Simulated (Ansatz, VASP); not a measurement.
## One calculation of Zr5N, two programs

The input INCAR:

```
PREC     = Accurate       # precision mode
ENCUT    = 520            # plane-wave cutoff, eV
EDIFF    = 1E-6           # SCF threshold, eV
ISMEAR   = 0              # smearing method
SIGMA    = 0.1            # smearing width, eV
LREAL    = False          # projectors in reciprocal space
LASPH    = True           # aspherical terms in the spheres
NELM     = 80             # most SCF steps
ALGO     = Normal         # electronic algorithm
ISIF     = 2              # what is computed and relaxed
LWAVE    = False          # write WAVECAR
LCHARG   = False          # write CHGCAR
GGA      = PE             # functional
NBANDS   = 42             # bands
```

KPOINTS

```
regular mesh
0
Gamma
  6 6 1
```

POSCAR

```
Zr5N
1.0
    2.9506380600      0.0000000000      0.0000000000
   -1.4753190300      2.5553275100      0.0000000000
    0.0000000000      0.0000000000     15.1453773200
Zr N
5 1
Direct
    0.6666666700      0.3333333300      0.8184250000
    0.3333333300      0.6666666700      0.6598208500
    0.6666666700      0.3333333300      0.5000000000
    0.3333333300      0.6666666700      0.3401791500
    0.6666666700      0.3333333300      0.1815750000
    0.3333333300      0.6666666700      0.0000000000
```

Input for Ansatz:

```yaml
crystal:
  lattice:
    - [2.95063806, 0.0, 0.0]
    - [-1.47531903, 2.55532751, 0.0]
    - [0.0, 0.0, 15.14537732]
  atoms:
    - { symbol: Zr, position: [0.66666667, 0.33333333, 0.818425] }
    - { symbol: Zr, position: [0.33333333, 0.66666667, 0.65982085] }
    - { symbol: Zr, position: [0.66666667, 0.33333333, 0.5] }
    - { symbol: Zr, position: [0.33333333, 0.66666667, 0.34017915] }
    - { symbol: Zr, position: [0.66666667, 0.33333333, 0.181575] }
    - { symbol: "N", position: [0.33333333, 0.66666667, 0.0] }
basis:
  ecutwfc: 420
kpoints:
  mp_grid: { grid: [6, 6, 1] }
hamiltonian:
  xc: pbe
scf:
  occupations: { method: gaussian, width: 0.1 }
  lower_state_search: "off"
output:
  forces: true
  stress: true
  eigenvalues: true
```

Change from the starting cell: species swapped into the CeMg5 type (P-6m2, No. 187).

Alike in both runs: task single point; functional PBE; k mesh 6 × 6 × 1; occupations gaussian, width 0.1 eV; no spin polarisation.

|  | VASP | Ansatz |
| --- | --- | --- |
| version | VASP 6.6.1 | Ansatz 0.2.0 |
| potentials or method | VASP PAW PBE potentials, release 64 (Zr_sv, N), cutoff 520 eV | scalar-relativistic, plane waves, PAW |
| valence electrons in the cell | 65 | 65 |

VASP gave:

| Property | Result |
| --- | --- |
| gap on the k mesh at the Fermi level (eV) | none |
| pressure (GPa) | 16.3 |
| traceless stress, the component that is largest in VASP (GPa) | -9.74 |
| rms of the force components (eV/Å) | 1.218 |

Q: What did Ansatz give for the same quantities?

A: gap on the k mesh at the Fermi level (eV): none; pressure (GPa): 16.3; traceless stress, the component that is largest in VASP (GPa): -9.72; rms of the force components (eV/Å): 1.217.

Atom by atom the forces differ by 0.001 eV/Å (rms over components). A gap of «none» marks a metal or a gap that the smearing closes. With one functional, cell and mesh, what is left measures potentials, basis and numerics.

The k mesh is coarse, so the values compare programs but aren't converged.
